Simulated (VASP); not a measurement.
# Sc (P6_3/mmc) in VASP: notebook

Sc is run at these levels: PBE; tasks: single point.

All numbers are computed with VASP 6.6.1; they aren't measurements. Logs are shortened: lines on timing, memory, paths and dates and some standing lists are left out, and cuts for length are marked.

## 1. The cell of the first run

The structure is hexagonal, space group P6_3/mmc (No. 194). The conventional cell has a = 3.210 Å, b = 3.210 Å, c = 5.110 Å, α = 90.00°, β = 90.00°, γ = 120.00°. Sc (site symmetry -6m2) has 12 Sc at 3.16 to 3.21 Å within 4.2 Å.

## 2. Single point, PBE (strain -0.030 along x and y, -0.030 along z)

Input file INCAR:

```
SYSTEM = Sc
PREC = Accurate ; ENCUT = 520
EDIFF = 1E-6 ; ISMEAR = 0
SIGMA = 0.15 ; LREAL = .FALSE.
LASPH = .TRUE. ; NELM = 100
ALGO = Fast ; ISIF = 2
LWAVE = .FALSE. ; LCHARG = .FALSE.
GGA = PE ; NBANDS = 18
```

Input file KPOINTS:

```
Automatic mesh
0
G
  18 18 10
  0 0 0
```

Input file POSCAR:

```
Sc
1.0
    3.2095339604      0.0000000000      0.0000000000
   -1.6047669802      2.7795379440      0.0000000000
    0.0000000000      0.0000000000      5.1099600000
Sc
2
Direct
    0.3333333333      0.6666666667      0.2500000000
    0.6666666667      0.3333333333      0.7500000000
```

Potentials or basis: VASP PAW PBE potentials, release 64 (Sc_sv).

Launch:

```sh
cat potpaw_PBE.64/Sc_sv/POTCAR > POTCAR
mpirun -np 1 vasp_std > vasp.out
```

OUTCAR:

```text
SYSTEM = Sc
   PREC = Accurate
   ENCUT = 520
   EDIFF = 1E-6
   ISMEAR = 0
   LREAL = .FALSE.
   LASPH = .TRUE.
   NELM = 100
   ISIF = 2
   GGA = PE

 ion  position               nearest neighbor table
   1  0.333  0.667  0.250-   2 3.16   2 3.16   2 3.16   2 3.16   2 3.16   2 3.16
   2  0.667  0.333  0.750-   1 3.16   1 3.16   1 3.16   1 3.16   1 3.16   1 3.16

  LATTYP: Found a hexagonal cell.
 ALAT       =     3.2095339604
 C/A-ratio  =     1.5921190002

  Lattice vectors:

 A1 = (   3.2095339604,   0.0000000000,   0.0000000000)
 A2 = (  -1.6047669802,   2.7795379440,   0.0000000000)
 A3 = (   0.0000000000,   0.0000000000,   5.1099600000)

Analysis of symmetry for initial positions (statically):
=====================================================================
 Subroutine PRICEL returns:
 Original cell was already a primitive cell.

 Routine SETGRP: Setting up the symmetry group for a
 hexagonal supercell.

 Subroutine GETGRP returns: Found 24 space group operations
 (whereof 12 operations were pure point group operations)
 out of a pool of 24 trial point group operations.

The static configuration has the point symmetry D_3d.
 The point group associated with its full space group is D_6h.

Analysis of symmetry for dynamics (positions and initial velocities):
=====================================================================
 Subroutine PRICEL returns:
 Original cell was already a primitive cell.

 Routine SETGRP: Setting up the symmetry group for a
 hexagonal supercell.

 Subroutine GETGRP returns: Found 24 space group operations
 (whereof 12 operations were pure point group operations)
 out of a pool of 24 trial point group operations.

The dynamic configuration has the point symmetry D_3d.
 The point group associated with its full space group is D_6h.

 Subroutine INISYM returns: Found 24 space group operations
 (whereof 12 operations are pure point group operations),
 and found     1 'primitive' translations

----------------------------------------------------------------------------------------

                                     Primitive cell

  volume of cell :      45.5861

  direct lattice vectors                    reciprocal lattice vectors
     3.209533960  0.000000000  0.000000000     0.311571715  0.179886013  0.000000000
    -1.604766980  2.779537944  0.000000000     0.000000000  0.359772027  0.000000000
     0.000000000  0.000000000  5.109960000     0.000000000  0.000000000  0.195696248

  length of vectors
     3.209533960  3.209533960  5.109960000     0.359772027  0.359772027  0.195696248

  position of ions in fractional coordinates (direct lattice)
     0.333333333  0.666666667  0.250000000
     0.666666667  0.333333333  0.750000000

  ion indices of the primitive-cell ions
   primitive index   ion index
                 1           1
                 2           2

----------------------------------------------------------------------------------------

 KPOINTS: Automatic mesh

Automatic generation of k-mesh.
 Grid dimensions read from file:
 generate k-points for:   18   18   10

 Generating k-lattice:

  Cartesian coordinates                     Fractional coordinates (reciprocal lattice)
     0.017309540  0.009993667  0.000000000     0.055555556 -0.000000000  0.000000000
     0.000000000  0.019987335  0.000000000     0.000000000  0.055555556  0.000000000
     0.000000000  0.000000000  0.019569625     0.000000000  0.000000000  0.100000000

  Length of vectors
     0.019987335  0.019987335  0.019569625

  Shift w.r.t. Gamma in fractional coordinates (k-lattice)
     0.000000000  0.000000000  0.000000000

 Subroutine IBZKPT returns following result:
 ===========================================

 Found    222 irreducible k-points:

 Following reciprocal coordinates:
            Coordinates               Weight
  0.000000  0.000000  0.000000      1.000000
  0.055556  0.000000  0.000000      6.000000
  0.111111  0.000000  0.000000      6.000000
  0.166667  0.000000  0.000000      6.000000
  0.222222  0.000000  0.000000      6.000000
  0.277778  0.000000  0.000000      6.000000
[... 16 lines left out ...]
  0.333333  0.111111  0.000000     12.000000
  0.388889  0.111111  0.000000     12.000000
 [... further k-points ...]
   k-points           NKPTS =    222   k-points in BZ     NKDIM =    222   number of bands    NBANDS=     18
   number of dos      NEDOS =    301   number of ions     NIONS =      2
   total plane-waves  NPLWV =  23040
   dimension x,y,z NGX =    24 NGY =   24 NGZ =   40
   dimension x,y,z NGXF=    48 NGYF=   48 NGZF=   80
   ions per type =               2
   NGX,Y,Z   is equivalent  to a cutoff of  12.43, 12.43, 13.01 a.u.
   NGXF,Y,Z  is equivalent  to a cutoff of  24.86, 24.86, 26.03 a.u.
 SYSTEM =  Sc
   PREC   = accura    normal or accurate (medium, high low for compatibility)
   ISTART =      0    job   : 0-new  1-cont  2-samecut
   ICHARG =      2    charge: 1-file 2-atom 10-const
   ISPIN  =      1    spin polarized calculation?
   LNONCOLLINEAR =      F non collinear calculations
   LSORBIT =      F    spin-orbit coupling
   LASPH  =      T    aspherical Exc in radial PAW
   ENCUT  =  520.0 eV  38.22 Ry    6.18 a.u.   5.97  5.97  9.50*2*pi/ulx,y,z
   NELM   =    100;   NELMIN=  2; NELMDL= -5     # of ELM steps
   EDIFF  = 0.1E-05   stopping-criterion for ELM
   LREAL  =      F    real-space projection
   EDIFFG = 0.1E-04   stopping-criterion for IOM
   NSW    =      0    number of steps for IOM
   IBRION =     -1    ionic relax: 0-MD 1-quasi-New 2-CG
   NFREE  =      0    steps in history (QN), initial steepest desc. (CG)
   ISIF   =      2    stress and relaxation
   ISYM   =      2    0-nonsym 1-usesym 2-fastsym
   POTIM  = 0.5000    time-step for ionic-motion
   TEBEG  =    0.0;   TEEND  =   0.0 temperature during run
   PSTRESS=    0.0 pullay stress
   NELECT =      22.0000    total number of electrons
   NUPDOWN=      -1.0000    fix difference up-down
   EMIN   =  10.00;   EMAX   =-10.00  energy-range for DOS
   EFERMI =   0.00;   METHOD = LEGACY
   ISMEAR =     0;   SIGMA  =   0.15  broadening in eV -4-tet -1-fermi 0-gaus
   EFERMI_NEDOS =   21; number of points for ismear=-14 and -15
   IALGO  =     68    algorithm
   IMIX   =      4    mixing-type and parameters
     AMIX     =   0.40;   BMIX     =  1.00
     AMIX_MAG =   1.60;   BMIX_MAG =  1.00
  volume/ion in A,a.u.               =      22.79       153.81
  Fermi-wavevector in a.u.,A,eV,Ry     =   1.284118  2.426632 22.435460  1.648960
  Thomas-Fermi vector in A             =   2.416331
   LORBIT       =      0    0 simple, 1 ext, 2 COOP (PROOUT), +10 PAW based schemes
   GGA     = PE    functional components
   LHFCALC =     F    Hartree Fock is set to
   AEXX    =    0.0000 exact exchange contribution
   IVDW    =     0    specifies the selected vdW correction
   LEPSILON=     F    determine dielectric tensor
   LRPA    =     F    only Hartree local field effects (RPA)
 non-spin polarized calculation
 RMM-DIIS sequential band-by-band and
 Gauss-broadening in eV      SIGMA  =   0.15
  energy-cutoff  :      520.00
  volume of cell :       45.59
 maximum number of plane-waves:      1254
 NGX is ok and might be reduce to    24
   NGX = 11   NGY = 11   NGZ = 19

 number of electron      21.9999996 magnetization

 Free energy of the ion-electron system (eV)
  ---------------------------------------------------
  ext. energy  EPLUGINS =         0.00000000
  ---------------------------------------------------
  free energy    TOTEN  =       -12.46011322 eV

  energy without entropy =      -12.41568943  energy(sigma->0) =      -12.43790132

 E-fermi :   4.1572     XC(G=0): -10.1961

 val. band max:        4.1560301065   @ k =   0.1111   0.1111   0.2000
 cond. band min:       4.1582916990   @ k =   0.3333   0.0000   0.4000
 fundamental gap:      0.0022615926
 Fermi energy:         4.1571712240

 k-point     1 :       0.0000    0.0000    0.0000
  band No.  band energies     occupation
      1     -45.0633      2.00000
      2     -44.9722      2.00000
      3     -23.9540      2.00000
      4     -23.5077      2.00000
      5     -23.5077      2.00000
      6     -23.4320      2.00000
[... 10 lines left out ...]
     17       6.7353      0.00000
     18       6.7356      0.00000

 k-point     2 :       0.0556    0.0000    0.0000
  band No.  band energies     occupation
      1     -45.0612      2.00000
      2     -44.9714      2.00000
      3     -23.9487      2.00000
      4     -23.5185      2.00000
      5     -23.5113      2.00000
      6     -23.4434      2.00000
[... 10 lines left out ...]
     17       6.6669      0.00000
     18       6.6873      0.00000

 k-point     3 :       0.1111    0.0000    0.0000
  band No.  band energies     occupation
      1     -45.0551      2.00000
      2     -44.9689      2.00000
      3     -23.9333      2.00000
      4     -23.5500      2.00000
      5     -23.5215      2.00000
      6     -23.4760      2.00000
[... 10 lines left out ...]
     17       6.5277      0.00000
     18       6.5601      0.00000

 k-point     4 :       0.1667    0.0000    0.0000
  band No.  band energies     occupation
      1     -45.0456      2.00000
      2     -44.9653      2.00000
      3     -23.9088      2.00000
      4     -23.5986      2.00000
      5     -23.5369      2.00000
      6     -23.5251      2.00000
[... 375 lines left out ...]
      4     -23.7767      2.00000
      5     -23.7132      2.00000
      6     -23.6002      2.00000
[... 10 lines left out ...]
     17       7.7282      0.00000
     18       8.1471      0.00000

 k-point    23 :       0.3333    0.1111    0.0000
  band No.  band energies     occupation
      1     -44.9918      2.00000
      2     -44.9531      2.00000
      3     -23.8227      2.00000
      4     -23.7503      2.00000
      5     -23.7444      2.00000
      6     -23.6221      2.00000
[... 10 lines left out ...]
     17       8.0599      0.00000
     18       8.4640      0.00000

 k-point    24 :       0.3889    0.1111    0.0000
  band No.  band energies     occupation
      1     -44.9833      2.00000
      2     -44.9535      2.00000
      3     -23.8526      2.00000
      4     -23.7647      2.00000
      5     -23.7198      2.00000
      6     -23.6363      2.00000
[... 10 lines left out ...]
     17       8.2633      0.00000
     18       8.5116      0.00000

 [... further k-points ...]
[... 5 lines left out ...]
  --------------------------------------------------------------------------------------
  -------------------------------------------------------------------------------------
  Total        1.6207172      1.6207172      1.0123221      0.0000000      0.0000000     -0.0000000
  in kB       56.9620671     56.9620671     35.5792844      0.0000000      0.0000000     -0.0000000
  external PRESSURE =      49.8344729 kB  Pullay stress =       0.0000000 kB

 VOLUME and BASIS-vectors are now :
 -----------------------------------------------------------------------------
  energy-cutoff  :      520.00
  volume of cell :       45.59
      direct lattice vectors                 reciprocal lattice vectors
     3.209533960  0.000000000  0.000000000     0.311571715  0.179886013  0.000000000
    -1.604766980  2.779537944  0.000000000     0.000000000  0.359772027  0.000000000
     0.000000000  0.000000000  5.109960000     0.000000000  0.000000000  0.195696248

 POSITION                                       TOTAL-FORCE (eV/Angst)
 -----------------------------------------------------------------------------------
     -0.00000      1.85303      1.27749        -0.000000      0.000000      0.000000
      1.60477      0.92651      3.83247         0.000000     -0.000000      0.000000
 -----------------------------------------------------------------------------------
    total drift:                               -0.000000      0.000000     -0.000000

  FREE ENERGIE OF THE ION-ELECTRON SYSTEM (eV)
  ---------------------------------------------------
  free  energy   TOTEN  =       -12.4601132185 eV

  energy  without entropy=      -12.4156894305  energy(sigma->0) =      -12.43790132
```

Run time: 4.1 min. Hardware: 1 thread of AMD EPYC 7R13, shared host; peak memory 0.24 GiB.

Results:

* Free energy: -12.4601 eV
* Pressure: 5.0 GPa
* Band gap on the k mesh: zero (band 11 reaches 5.10 eV, above the bottom of band 12 at 3.57 eV)

Stress tensor (GPa, compression positive):
```
5.70 0.00 0.00
0.00 5.70 0.00
0.00 0.00 3.56
```

Caveat: the cell differs from its parent crystal (strain -0.030 along x and y, -0.030 along z).

## 3. Single point, PBE (strain -0.030 along x and y, -0.015 along z)

Input file INCAR:

```
PREC = Accurate
ENCUT = 520
EDIFF = 1E-6
ISMEAR = 0
SIGMA = 0.15
LREAL = False
LASPH = True
NELM = 60
ALGO = Fast
ISIF = 2
LWAVE = False
LCHARG = False
GGA = PE
NBANDS = 18
```

Input file KPOINTS:

```
regular mesh
0
Gamma
  18 18 10
```

POSCAR: that of step 2 with these lines changed.

```diff
@@ -4,3 +4,3 @@
    -1.6047669802      2.7795379440      0.0000000000
-    0.0000000000      0.0000000000      5.1099600000
+    0.0000000000      0.0000000000      5.1889800000
 Sc
```

Potentials or basis: VASP PAW PBE potentials, release 64 (Sc_sv).

Launch:

```sh
cat potpaw_PBE.64/Sc_sv/POTCAR > POTCAR
mpirun -np 1 vasp_std > vasp.out
```

Wall time 4.2 min (1 thread of AMD EPYC 7R13, shared host); peak memory 0.24 GiB.

The run converged. Its results:

```yaml
Free_energy: -12.4722 eV
Pressure: 4.0 GPa
Band_gap_on_the_k_mesh: zero (band 11 reaches 4.93 eV, above the bottom of band 12 at 3.52 eV)
```

Stress tensor (GPa, compression positive):
```
5.06 0.00 0.00
0.00 5.06 0.00
0.00 0.00 1.81
```

Levels at points of the mesh, in eV from the Fermi level:
```
           k point  band 8  band 9  band 10  band 11  band 12  band 13  band 14  band 15
(0.00, 0.00, 0.00)  -27.63   -5.25    -1.79     0.47     1.70     1.70     1.73     2.13
(0.50, 0.00, 0.00)  -27.70   -1.60    -1.13    -0.81    -0.20     1.25     1.54     1.84
(0.00, 0.00, 0.50)  -27.67   -3.71    -3.71     0.87     0.87     1.66     1.66     1.66
(0.50, 0.00, 0.50)  -27.76   -1.57    -1.57     0.03     0.03     1.39     1.39     2.60
```

Caveat: the cell differs from its parent crystal (strain -0.030 along x and y, -0.015 along z).
